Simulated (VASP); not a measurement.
Input of a VASP 6.6.1 run:

INCAR

```
SYSTEM = TiAl3
PREC = Accurate
ENCUT = 520
EDIFF = 1E-6
ISMEAR = 0
SIGMA = 0.15
LREAL = .FALSE.
LASPH = .TRUE.
NELM = 100
ALGO = Fast
ISIF = 2
LWAVE = .FALSE.
LCHARG = .TRUE.
GGA = CA
LELF = .TRUE.
LVHAR = .TRUE.
NBANDS = 18
```

Contents of KPOINTS:

```
Automatic mesh
0
G
  16 16 16
  0 0 0
```

POSCAR

```
TiAl3
1.0
   -2.0389390295      2.0389390295      4.2248855630
    2.0389390295     -2.0389390295      4.2248855630
    2.0389390295      2.0389390295     -4.2248855630
Ti Al
1 3
Direct
    0.0000000000      0.0000000000      0.0000000000
    0.5000000000      0.5000000000      0.0000000000
    0.7500000000      0.2500000000      0.5000000000
    0.2500000000      0.7500000000      0.5000000000
```

Potentials or basis: VASP PAW LDA potentials, release 64 (Ti_sv, Al).

Run with:

```bash
$ cat potpaw_LDA.64/Ti_sv/POTCAR potpaw_LDA.64/Al/POTCAR > POTCAR
$ mpirun -np 1 vasp_std > vasp.out
```

Question: Estimate the pressure.

Answer: -12.7 GPa.

Question: Predict the band gap on the k mesh.

Answer: Zero (an odd number of electrons rules out a gap without spin polarisation).

Stress tensor (GPa, compression positive):
```
-16.17   0.00   0.00
  0.00 -16.17   0.00
  0.00   0.00  -5.66
```

Caveat: the stress differs along the axes, from -16 to -6 GPa.
